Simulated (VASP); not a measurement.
Input of a VASP 6.6.1 run:

Contents of INCAR:

```
ALGO = Normal
EDIFF = 1E-6
ENCUT = 520
GGA = PE
ISIF = 2
ISMEAR = 1
LASPH = T
LCHARG = T
LELF = T
LREAL = F
LVHAR = T
LWAVE = F
NBANDS = 20
NELM = 100
PREC = Accurate
SIGMA = 0.1
```

Contents of KPOINTS:

```
k-points
0
Gamma
  7 7 7
```

Contents of POSCAR:

```
MgRe3
1.0
    0.0000000000      3.2344357310      3.2344357310
    3.2344357310      0.0000000000      3.2344357310
    3.2344357310      3.2344357310      0.0000000000
Mg Re
1 3
Direct
    0.0000000000      0.0000000000      0.0000000000
    0.2500000000      0.2500000000      0.2500000000
    0.5000000000      0.5000000000      0.5000000000
    0.7500000000      0.7500000000      0.7500000000
```

Potentials or basis: VASP PAW PBE potentials, release 64 (Mg, Re).

Command:

```console
$ cat potpaw_PBE.64/Mg/POTCAR potpaw_PBE.64/Re/POTCAR > POTCAR
$ mpirun -np 1 vasp_std > vasp.out
```

Question: Estimate the pressure.

Answer: -23.9 GPa.
